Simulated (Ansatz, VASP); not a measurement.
## Two plane-wave programs on YZr

Contents of INCAR:

```
SYSTEM = YZr
  ALGO = Normal
  EDIFF = 1E-6
  ENCUT = 520
  ISIF = 2
  ISMEAR = 0
  LASPH = .TRUE.
  LCHARG = .TRUE.
  LELF = .TRUE.
  LREAL = .FALSE.
  LVHAR = .TRUE.
  LWAVE = .FALSE.
  NBANDS = 18
  NELM = 100
  PREC = Accurate
  SIGMA = 0.15
```

File KPOINTS:

```
k-points
0
G
  18 18 10
  0 0 0
```

POSCAR

```
YZr
1.0
    3.4235833799      0.0000000000      0.0000000000
   -1.7117916900      2.9649101790      0.0000000000
    0.0000000000      0.0000000000      5.1324576500
Y Zr
1 1
Direct
    0.6666666667      0.3333333333      0.5000000000
    0.3333333333      0.6666666667      0.0000000000
```

Input for Ansatz:

```yaml
crystal:
  lattice:
    - [3.4235833799, 0.0, 0.0]
    - [-1.71179169, 2.964910179, 0.0]
    - [0.0, 0.0, 5.13245765]
  atoms:
    - { symbol: "Y", position: [0.6666666667, 0.3333333333, 0.5] }
    - { symbol: Zr, position: [0.3333333333, 0.6666666667, 0.0] }
basis:
  ecutwfc: 420
kpoints:
  mp_grid: { grid: [18, 18, 10] }
hamiltonian:
  xc: lda
scf:
  occupations: { method: gaussian, width: 0.15 }
output:
  forces: true
  stress: true
  eigenvalues: true
```

Change from the starting cell: strain -0.0500 x Voigt [0, 0, 1, 0, 0, 0], atoms carried along.

Alike in both runs: task single point; functional LDA; k mesh 18 × 18 × 10; occupations gaussian, width 0.15 eV; no spin polarisation.

|  | VASP | Ansatz |
| --- | --- | --- |
| version | VASP 6.6.1 | Ansatz 0.2.0 |
| potentials or method | VASP PAW LDA potentials, release 64 (Y_sv, Zr_sv), cutoff 520 eV | scalar-relativistic, plane waves, PAW |
| valence electrons in the cell | 23 | 23 |

```tsv
	VASP	Ansatz	Ansatz less VASP
gap on the k mesh at the Fermi level (eV)	none	none	-
pressure (GPa)	-2.2	-2.1	+0.07
traceless stress, the component that is largest in VASP (GPa)	2.59	2.59	-0.007
```

LDA's correlation is that of Perdew and Zunger in VASP and of Perdew and Wang (1992) in Ansatz. A gap of «none» marks a metal or a gap that the smearing closes.
